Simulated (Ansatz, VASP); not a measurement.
# ScNb: VASP beside Ansatz

```
Sc Nb
1.0
     3.06564    0.00000    0.00000
    -1.53282    2.65493    0.00000
     0.00000    0.00000    5.26240
Sc Nb
1 1
Cartesian
  0.0000 0.0000 0.0000
  0.0000 1.7700 2.6312
```

Change from the starting cell: strain +0.0375 x Voigt [0, 0, 1, 0, 0, 0], atoms carried along.

Alike in both runs: task single point; functional LDA; k mesh 18 × 18 × 10; occupations gaussian, width 0.15 eV; no spin polarisation.

```csv
,VASP,Ansatz
version,VASP 6.6.1,Ansatz 0.2.0
potentials or method,"VASP PAW LDA potentials, release 64 (Sc_sv, Nb_sv), cutoff 520 eV","scalar-relativistic, plane waves, PAW"
valence electrons in the cell,24,24
```

Ansatz gave:

| Quantity | Value |
| --- | --- |
| gap on the k mesh at the Fermi level (eV) | none |
| pressure (GPa) | -10.5 |
| traceless stress, the component that is largest in VASP (GPa) | -2.43 |

What did VASP give for the same quantities?

gap on the k mesh at the Fermi level (eV): none; pressure (GPa): -10.4; traceless stress, the component that is largest in VASP (GPa): -2.38.

LDA's correlation is that of Perdew and Zunger in VASP and of Perdew and Wang (1992) in Ansatz. A gap of «none» marks a metal or a gap that the smearing closes.
